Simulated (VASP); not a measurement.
A run of VASP 6.6.1 is set up as follows.

The input INCAR:

```
SYSTEM = AlN
  PREC = Accurate
  ENCUT = 520
  EDIFF = 1E-6
  ISMEAR = -1
  SIGMA = 0.1
  LREAL = .FALSE.
  LASPH = .TRUE.
  NELM = 60
  ALGO = Normal
  ISIF = 2
  LWAVE = .FALSE.
  LCHARG = .FALSE.
  GGA = PE
  NBANDS = 16
```

File KPOINTS:

```
regular mesh
0
G
  13 13 8
  0 0 0
```

Contents of POSCAR:

```
AlN
1.0
    2.4089505668      0.0000000000      0.0000000000
   -1.2044752834      2.0862123873      0.0000000000
    0.0000000000      0.0000000000      4.2183635630
Al N
2 2
Direct
    0.0000000000      0.0000000000      0.0000000000
    0.0000000000      0.0000000000      0.5000000000
    0.3333333333      0.6666666667      0.2500000000
    0.6666666667      0.3333333333      0.7500000000
```

Potentials or basis: VASP PAW PBE potentials, release 64 (Al, N).

The run is started by

```bash
$ cat potpaw_PBE.64/Al/POTCAR potpaw_PBE.64/N/POTCAR > POTCAR
$ mpirun -np 1 vasp_std > vasp.out
```

Question: What does it give for the band gap on the k mesh?

Answer: 5.43 eV (least direct gap 7.83 eV).

Question: Estimate the pressure.

Answer: 304.0 GPa.

Stress tensor (GPa, compression positive):
```
303.72   0.00   0.00
  0.00 303.72   0.00
  0.00   0.00 304.53
```

Caveat: the cell stands under pressure; an odd mesh through Γ misses points on the zone boundary, where band edges can lie.
